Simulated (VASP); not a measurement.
# PtSe2 (P-3m1) in VASP: notebook

The runs below take PtSe2 through single point, with PBEsol.

All numbers are computed with VASP 6.6.1; they aren't measurements. Logs are shortened: lines on timing, memory, paths and dates and some standing lists are left out, and cuts for length are marked.

### Step 1. The cell of the first run

Symmetry: P-3m1, No. 164, trigonal system. The conventional cell has a = 3.760 Å, b = 3.760 Å, c = 4.863 Å, α = 90.00°, β = 90.00°, γ = 120.00°. Pt (site symmetry -3m) has 6 Se at 2.51 Å within 3.3 Å. Within 3.3 Å of Se (site symmetry 3m) lie 3 Pt at 2.51 Å and 3 Se at 3.18 Å.

### Step 2. Single point, PBEsol

Contents of INCAR:

```
  PREC = Accurate
  ENCUT = 520
  EDIFF = 1E-7
  ISMEAR = 0
  SIGMA = 0.1
  LREAL = False
  LASPH = True
  NELM = 100
  ALGO = Normal
  ISIF = 2
  LWAVE = False
  LCHARG = True
  GGA = PS
  LELF = True
  LVHAR = True
  NBANDS = 18
```

Contents of KPOINTS:

```
Automatic mesh
0
Gamma
  9 9 7
```

Contents of POSCAR:

```
PtSe2
1.0
    3.7603065558      0.0000000000      0.0000000000
   -1.8801532779      3.2565210034      0.0000000000
    0.0000000000      0.0000000000      4.8632388278
Pt Se
1 2
Direct
    0.0000000000      0.0000000000      0.0000000000
    0.3333333333      0.6666666667      0.2607784633
    0.6666666667      0.3333333333      0.7392215367
```

Potentials or basis: VASP PAW PBE potentials, release 64 (Pt, Se).

Command:

```sh
> cat potpaw_PBE.64/Pt/POTCAR potpaw_PBE.64/Se/POTCAR > POTCAR
> mpirun -np 1 vasp_std > vasp.out
```

OUTCAR:

```text
PREC = Accurate
   ENCUT = 520
   EDIFF = 1E-7
   ISMEAR = 0
   LREAL = False
   LASPH = True
   NELM = 100
   ISIF = 2
   GGA = PS

 ion  position               nearest neighbor table
   1  0.000  0.000  0.000-   2 2.51   3 2.51   3 2.51   2 2.51   3 2.51   2 2.51
   2  0.333  0.667  0.261-   1 2.51   1 2.51   1 2.51
   3  0.667  0.333  0.739-   1 2.51   1 2.51   1 2.51

  LATTYP: Found a hexagonal cell.
 ALAT       =     3.7603065558
 C/A-ratio  =     1.2933091373

  Lattice vectors:

 A1 = (   3.7603065558,   0.0000000000,   0.0000000000)
 A2 = (  -1.8801532779,   3.2565210034,   0.0000000000)
 A3 = (   0.0000000000,   0.0000000000,   4.8632388278)

Analysis of symmetry for initial positions (statically):
=====================================================================
 Subroutine PRICEL returns:
 Original cell was already a primitive cell.

 Routine SETGRP: Setting up the symmetry group for a
 hexagonal supercell.

 Subroutine GETGRP returns: Found 12 space group operations
 (whereof 12 operations were pure point group operations)
 out of a pool of 24 trial point group operations.

The static configuration has the point symmetry D_3d.

Analysis of symmetry for dynamics (positions and initial velocities):
=====================================================================
 Subroutine PRICEL returns:
 Original cell was already a primitive cell.

 Routine SETGRP: Setting up the symmetry group for a
 hexagonal supercell.

 Subroutine GETGRP returns: Found 12 space group operations
 (whereof 12 operations were pure point group operations)
 out of a pool of 24 trial point group operations.

The dynamic configuration has the point symmetry D_3d.

 Subroutine INISYM returns: Found 12 space group operations
 (whereof 12 operations are pure point group operations),
 and found     1 'primitive' translations

----------------------------------------------------------------------------------------

                                     Primitive cell

  volume of cell :      59.5529

  direct lattice vectors                    reciprocal lattice vectors
     3.760306556  0.000000000  0.000000000     0.265935765  0.153538085  0.000000000
    -1.880153278  3.256521003  0.000000000     0.000000000  0.307076171  0.000000000
     0.000000000  0.000000000  4.863238828     0.000000000  0.000000000  0.205624284

[... 77 lines left out ...]
   ISTART =      0    job   : 0-new  1-cont  2-samecut
   ICHARG =      2    charge: 1-file 2-atom 10-const
   ISPIN  =      1    spin polarized calculation?
   LNONCOLLINEAR =      F non collinear calculations
   LSORBIT =      F    spin-orbit coupling
   LASPH  =      T    aspherical Exc in radial PAW
   ENCUT  =  520.0 eV  38.22 Ry    6.18 a.u.   6.99  6.99  9.04*2*pi/ulx,y,z
   NELM   =    100;   NELMIN=  2; NELMDL= -5     # of ELM steps
   EDIFF  = 0.1E-06   stopping-criterion for ELM
   LREAL  =      F    real-space projection
   EDIFFG = 0.1E-05   stopping-criterion for IOM
   NSW    =      0    number of steps for IOM
   IBRION =     -1    ionic relax: 0-MD 1-quasi-New 2-CG
   NFREE  =      0    steps in history (QN), initial steepest desc. (CG)
   ISIF   =      2    stress and relaxation
   ISYM   =      2    0-nonsym 1-usesym 2-fastsym
   POTIM  = 0.5000    time-step for ionic-motion
   TEBEG  =    0.0;   TEEND  =   0.0 temperature during run
   PSTRESS=    0.0 pullay stress
   NELECT =      22.0000    total number of electrons
   NUPDOWN=      -1.0000    fix difference up-down
   EMIN   =  10.00;   EMAX   =-10.00  energy-range for DOS
   EFERMI =   0.00;   METHOD = LEGACY
   ISMEAR =     0;   SIGMA  =   0.10  broadening in eV -4-tet -1-fermi 0-gaus
   EFERMI_NEDOS =   21; number of points for ismear=-14 and -15
   IALGO  =     38    algorithm
   IMIX   =      4    mixing-type and parameters
     AMIX     =   0.40;   BMIX     =  1.00
     AMIX_MAG =   1.60;   BMIX_MAG =  1.00
  volume/ion in A,a.u.               =      19.85       133.96
  Fermi-wavevector in a.u.,A,eV,Ry     =   1.174667  2.219799 18.773902  1.379843
  Thomas-Fermi vector in A             =   2.311060
   LORBIT       =      0    0 simple, 1 ext, 2 COOP (PROOUT), +10 PAW based schemes
   GGA     = PS    functional components
   LHFCALC =     F    Hartree Fock is set to
   AEXX    =    0.0000 exact exchange contribution
   IVDW    =     0    specifies the selected vdW correction
   LEPSILON=     F    determine dielectric tensor
   LRPA    =     F    only Hartree local field effects (RPA)
 non-spin polarized calculation
 Gauss-broadening in eV      SIGMA  =   0.10
  energy-cutoff  :      520.00
  volume of cell :       59.55
 maximum number of plane-waves:      1620
   NGX = 13   NGY = 13   NGZ = 19

 number of electron      21.9999997 magnetization

 Free energy of the ion-electron system (eV)
  ---------------------------------------------------
  ext. energy  EPLUGINS =         0.00000000
  ---------------------------------------------------
  free energy    TOTEN  =       -15.90772394 eV

  energy without entropy =      -15.90397494  energy(sigma->0) =      -15.90584944

 E-fermi :   6.5628     XC(G=0): -10.9596

 val. band max:        6.5375100226   @ k =   0.1111   0.0000   0.0000
 cond. band min:       6.6303395010   @ k =  -0.2222  -0.4444   0.1429
 fundamental gap:      0.0928294783
 Fermi energy:         6.5627878343

 k-point     1 :       0.0000    0.0000    0.0000
  band No.  band energies     occupation
      1      -9.1513      2.00000
      2      -6.0745      2.00000
      3      -0.6149      2.00000
      4       0.2179      2.00000
      5       0.2179      2.00000
      6       2.7026      2.00000
[... 481 lines left out ...]
      5       0.9384      2.00000
      6       1.4308      2.00000
[... 10 lines left out ...]
     17      14.4277      0.00000
     18      16.1765      0.00000

 [... further k-points ...]
[... 5 lines left out ...]
  --------------------------------------------------------------------------------------
  -------------------------------------------------------------------------------------
  Total        0.0271646      0.0271646      0.0209672      0.0000000      0.0000000      0.0000000
  in kB        0.7308199      0.7308199      0.5640898      0.0000000      0.0000000      0.0000000
  external PRESSURE =       0.6752432 kB  Pullay stress =       0.0000000 kB

 VOLUME and BASIS-vectors are now :
 -----------------------------------------------------------------------------
  energy-cutoff  :      520.00
  volume of cell :       59.55
      direct lattice vectors                 reciprocal lattice vectors
     3.760306556  0.000000000  0.000000000     0.265935765  0.153538085  0.000000000
    -1.880153278  3.256521003  0.000000000     0.000000000  0.307076171  0.000000000
     0.000000000  0.000000000  4.863238828     0.000000000  0.000000000  0.205624284

 POSITION                                       TOTAL-FORCE (eV/Angst)
 -----------------------------------------------------------------------------------
      0.00000      0.00000      0.00000         0.000000      0.000000      0.000000
     -0.00000      2.17101      1.26823        -0.000000      0.000000      0.004495
      1.88015      1.08551      3.59501         0.000000     -0.000000     -0.004495
 -----------------------------------------------------------------------------------
    total drift:                               -0.000000      0.000000      0.000000

  FREE ENERGIE OF THE ION-ELECTRON SYSTEM (eV)
  ---------------------------------------------------
  free  energy   TOTEN  =       -15.9077239409 eV

  energy  without entropy=      -15.9039749396  energy(sigma->0) =      -15.90584944
```

OSZICAR:

```text
N       E                     dE             d eps       ncg     rms          rms(c)
DAV:   1     0.106199573700E+03    0.10620E+03   -0.10154E+04  2548   0.108E+03
DAV:   2    -0.116662361069E+02   -0.11787E+03   -0.11370E+03  3114   0.210E+02
DAV:   3    -0.167012350836E+02   -0.50350E+01   -0.50004E+01  2966   0.429E+01
DAV:   4    -0.167372786441E+02   -0.36044E-01   -0.36029E-01  3080   0.399E+00
DAV:   5    -0.167376318689E+02   -0.35322E-03   -0.35322E-03  2888   0.385E-01    0.127E+01
DAV:   6    -0.161585820963E+02    0.57905E+00   -0.44880E+00  2588   0.187E+01    0.776E+00
DAV:   7    -0.159342599304E+02    0.22432E+00   -0.83839E-01  2560   0.897E+00    0.382E+00
DAV:   8    -0.159104644782E+02    0.23795E-01   -0.56759E-02  2748   0.160E+00    0.815E-01
DAV:   9    -0.159077068681E+02    0.27576E-02   -0.65753E-03  2688   0.753E-01    0.197E-01
DAV:  10    -0.159077272715E+02   -0.20403E-04   -0.10780E-03  2788   0.199E-01    0.355E-02
DAV:  11    -0.159077242051E+02    0.30664E-05   -0.45335E-05  3128   0.561E-02    0.226E-02
DAV:  12    -0.159077238926E+02    0.31247E-06   -0.35911E-06  2754   0.131E-02    0.370E-03
DAV:  13    -0.159077239409E+02   -0.48274E-07   -0.54844E-07  3046   0.481E-03
   1 F= -.15907724E+02 E0= -.15905849E+02  d E =-.374900E-02
```

stdout:

```text
POSCAR found type information on POSCAR PtSe
 POSCAR found :  2 types and       3 ions
 scaLAPACK will be used
 -----------------------------------------------------------------------------
|                                                                             |
|                                                                             |
|     You enforced a specific xc type in the INCAR file but a different       |
|     I HOPE YOU KNOW WHAT YOU ARE DOING!                                     |
|                                                                             |
 -----------------------------------------------------------------------------

 LDA part: xc-table for (Slater+PW92), standard interpolation
 POSCAR, INCAR and KPOINTS ok, starting setup
 FFT: planning ... GRIDC
 FFT: planning ... GRID_SOFT
 FFT: planning ... GRID
 WAVECAR not read
 entering main loop
```

It took 47 s on 1 thread of Intel Xeon Platinum 8259CL at 2.50GHz (Skylake/Cascade Lake), shared host; peak memory 0.22 GiB.

Results:

```yaml
Free_energy: -15.9077 eV
Pressure: 0.1 GPa
Largest_force: 0.004 eV/Å
Band_gap_on_the_k_mesh: zero (band 11 reaches 7.31 eV, above the bottom of band 12 at 6.52 eV)
```

Forces on the atoms (eV/Å):
```
Pt   0.000  0.000  0.000
Se   0.000  0.000  0.004
Se   0.000  0.000 -0.004
```

Levels at points of the mesh, in eV from the Fermi level:
```tsv
k point	band 8	band 9	band 10	band 11	band 12	band 13	band 14	band 15
(0.00, 0.00, 0.00)	-2.48	-1.02	-1.02	0.74	1.19	1.19	3.27	4.06
```

Caveat: the PAW data sets were made with another functional, which shifts forces and pressure a little; spin-orbit coupling is left out, which moves the levels of the heavy elements.

### Step 3. Single point, PBEsol

This run uses another cell than the first one, of the same volume but with other edges.

Contents of INCAR:

```
ALGO = Normal
EDIFF = 1E-6
ENCUT = 520
GGA = PS
ISIF = 2
ISMEAR = 0
LASPH = True
LCHARG = False
LREAL = False
LWAVE = False
NBANDS = 18
NELM = 100
PREC = Accurate
SIGMA = 0.1
```

Contents of KPOINTS:

```
k-points
0
Gamma
  7 6 18
```

Contents of POSCAR:

```
PtSe2
1.0
    4.8633103160      0.0000000000      0.0000000000
    0.0000000000      6.5137665981      0.0000000000
    0.0000000000      3.2568832991      1.8803624494
Pt Se
1 2
Direct
    0.0000000000      0.0000000000      0.0000000000
    0.7393245382      0.6666666667      0.0000000000
    0.2606754618      0.3333333333      0.0000000000
```

Potentials or basis: VASP PAW PBE potentials, release 64 (Pt, Se).

Command:

```sh
> cat potpaw_PBE.64/Pt/POTCAR potpaw_PBE.64/Se/POTCAR > POTCAR
> mpirun -np 1 vasp_std > vasp.out
```

OUTCAR:

```text
EDIFF = 1E-6
   ENCUT = 520
   GGA = PS
   ISIF = 2
   ISMEAR = 0
   LASPH = True
   LREAL = False
   NELM = 100
   PREC = Accurate

 ion  position               nearest neighbor table
   1  0.000  0.000  0.000-   2 2.51   3 2.51   2 2.51   3 2.51   3 2.51   2 2.51
   2  0.739  0.667  0.000-   1 2.51   1 2.51   1 2.51
   3  0.261  0.333  0.000-   1 2.51   1 2.51   1 2.51

  LATTYP: Found a hexagonal cell.
 ALAT       =     3.7607248988
 C/A-ratio  =     1.2931842788

  Lattice vectors:

 A1 = (   0.0000000000,  -3.2568832990,   1.8803624494)
 A2 = (   0.0000000000,  -0.0000000001,  -3.7607248988)
 A3 = (   4.8633103160,   0.0000000000,   0.0000000000)

Analysis of symmetry for initial positions (statically):
=====================================================================
 Subroutine PRICEL returns:
 Original cell was already a primitive cell.

 Routine SETGRP: Setting up the symmetry group for a
 hexagonal supercell.

 Subroutine GETGRP returns: Found 12 space group operations
 (whereof 12 operations were pure point group operations)
 out of a pool of 24 trial point group operations.

The static configuration has the point symmetry D_3d.

Analysis of symmetry for dynamics (positions and initial velocities):
=====================================================================
 Subroutine PRICEL returns:
 Original cell was already a primitive cell.

 Routine SETGRP: Setting up the symmetry group for a
 hexagonal supercell.

 Subroutine GETGRP returns: Found 12 space group operations
 (whereof 12 operations were pure point group operations)
 out of a pool of 24 trial point group operations.

The dynamic configuration has the point symmetry D_3d.

 Subroutine INISYM returns: Found 12 space group operations
[... 108 lines left out ...]
   TEBEG  =    0.0;   TEEND  =   0.0 temperature during run
   PSTRESS=    0.0 pullay stress
   NELECT =      22.0000    total number of electrons
   NUPDOWN=      -1.0000    fix difference up-down
   EMIN   =  10.00;   EMAX   =-10.00  energy-range for DOS
   EFERMI =   0.00;   METHOD = LEGACY
   ISMEAR =     0;   SIGMA  =   0.10  broadening in eV -4-tet -1-fermi 0-gaus
   EFERMI_NEDOS =   21; number of points for ismear=-14 and -15
   IALGO  =     38    algorithm
   IMIX   =      4    mixing-type and parameters
     AMIX     =   0.40;   BMIX     =  1.00
     AMIX_MAG =   1.60;   BMIX_MAG =  1.00
  volume/ion in A,a.u.               =      19.86       133.99
  Fermi-wavevector in a.u.,A,eV,Ry     =   1.174574  2.219623 18.770933  1.379625
  Thomas-Fermi vector in A             =   2.310969
   LORBIT       =      0    0 simple, 1 ext, 2 COOP (PROOUT), +10 PAW based schemes
   GGA     = PS    functional components
   LHFCALC =     F    Hartree Fock is set to
   AEXX    =    0.0000 exact exchange contribution
   IVDW    =     0    specifies the selected vdW correction
   LEPSILON=     F    determine dielectric tensor
   LRPA    =     F    only Hartree local field effects (RPA)
 non-spin polarized calculation
 Gauss-broadening in eV      SIGMA  =   0.10
  energy-cutoff  :      520.00
  volume of cell :       59.57
 maximum number of plane-waves:      1630
   NGX = 19   NGY = 25   NGZ = 13

 number of electron      21.9999999 magnetization

 Free energy of the ion-electron system (eV)
  ---------------------------------------------------
  ext. energy  EPLUGINS =         0.00000000
  ---------------------------------------------------
  free energy    TOTEN  =       -15.90609914 eV

  energy without entropy =      -15.90076814  energy(sigma->0) =      -15.90343364

 E-fermi :   6.5824     XC(G=0): -10.9587

 val. band max:        6.5815365943   @ k =   0.1429   0.0000   0.0556
 cond. band min:       6.5898601590   @ k =   0.2857   0.3333   0.1667
 fundamental gap:      0.0083235647
 Fermi energy:         6.5823729199

 k-point     1 :       0.0000    0.0000    0.0000
  band No.  band energies     occupation
      1      -9.1547      2.00000
      2      -6.0792      2.00000
      3      -0.6166      2.00000
      4       0.2177      2.00000
      5       0.2177      2.00000
      6       2.7065      2.00000
[... 481 lines left out ...]
      5       0.4174      2.00000
      6       2.5443      2.00000
[... 10 lines left out ...]
     17      14.1509      0.00000
     18      15.9238      0.00000

 [... further k-points ...]
[... 5 lines left out ...]
  --------------------------------------------------------------------------------------
  -------------------------------------------------------------------------------------
  Total        0.0203917      0.0335449      0.0335449     -0.0000000      0.0000000      0.0000000
  in kB        0.5484767      0.9022582      0.9022582     -0.0000000      0.0000000      0.0000000
  external PRESSURE =       0.7843310 kB  Pullay stress =       0.0000000 kB

 VOLUME and BASIS-vectors are now :
 -----------------------------------------------------------------------------
  energy-cutoff  :      520.00
  volume of cell :       59.57
      direct lattice vectors                 reciprocal lattice vectors
     4.863310316  0.000000000  0.000000000     0.205621261  0.000000000  0.000000000
     0.000000000  6.513766598  0.000000000     0.000000000  0.153521006 -0.265906182
     0.000000000  3.256883299  1.880362449     0.000000000  0.000000000  0.531812364

 POSITION                                       TOTAL-FORCE (eV/Angst)
 -----------------------------------------------------------------------------------
      0.00000      0.00000      0.00000         0.000000     -0.000000      0.000000
      3.59556      4.34251      0.00000        -0.004426      0.000000      0.000000
      1.26775      2.17126      0.00000         0.004426     -0.000000      0.000000
 -----------------------------------------------------------------------------------
    total drift:                               -0.000000     -0.000000      0.000000

  FREE ENERGIE OF THE ION-ELECTRON SYSTEM (eV)
  ---------------------------------------------------
  free  energy   TOTEN  =       -15.9060991419 eV

  energy  without entropy=      -15.9007681447  energy(sigma->0) =      -15.90343364
```

stdout:

```text
POSCAR found type information on POSCAR PtSe
 POSCAR found :  2 types and       3 ions
 scaLAPACK will be used
 -----------------------------------------------------------------------------
|                                                                             |
|                                                                             |
|     You enforced a specific xc type in the INCAR file but a different       |
|     I HOPE YOU KNOW WHAT YOU ARE DOING!                                     |
|                                                                             |
 -----------------------------------------------------------------------------

 LDA part: xc-table for (Slater+PW92), standard interpolation
 POSCAR, INCAR and KPOINTS ok, starting setup
 FFT: planning ... GRIDC
 FFT: planning ... GRID_SOFT
 FFT: planning ... GRID
 WAVECAR not read
 entering main loop
```

Run time: 3.1 min. Hardware: 1 thread of AMD EPYC 7R13, shared host; peak memory 0.23 GiB.

What came out:

| Quantity | Value |
| --- | --- |
| Free energy | -15.9061 eV |
| Pressure | 0.1 GPa |
| Largest force | 0.004 eV/Å |
| Band gap on the k mesh | zero (band 11 reaches 7.30 eV, above the bottom of band 12 at 6.52 eV) |

Forces on the atoms (eV/Å):
```
Pt   0.000  0.000  0.000
Se  -0.004  0.000  0.000
Se   0.004  0.000  0.000
```

Levels at points of the mesh, in eV from the Fermi level:
```tsv
k point	band 8	band 9	band 10	band 11	band 12	band 13	band 14	band 15
(0.00, 0.00, 0.00)	-2.49	-1.05	-1.05	0.72	1.17	1.17	3.25	4.03
(0.00, 0.50, 0.00)	-3.72	-3.39	-3.33	-2.95	0.52	2.47	4.89	5.96
```

Caveat: the PAW data sets were made with another functional, which shifts forces and pressure a little; spin-orbit coupling is left out, which moves the levels of the heavy elements.
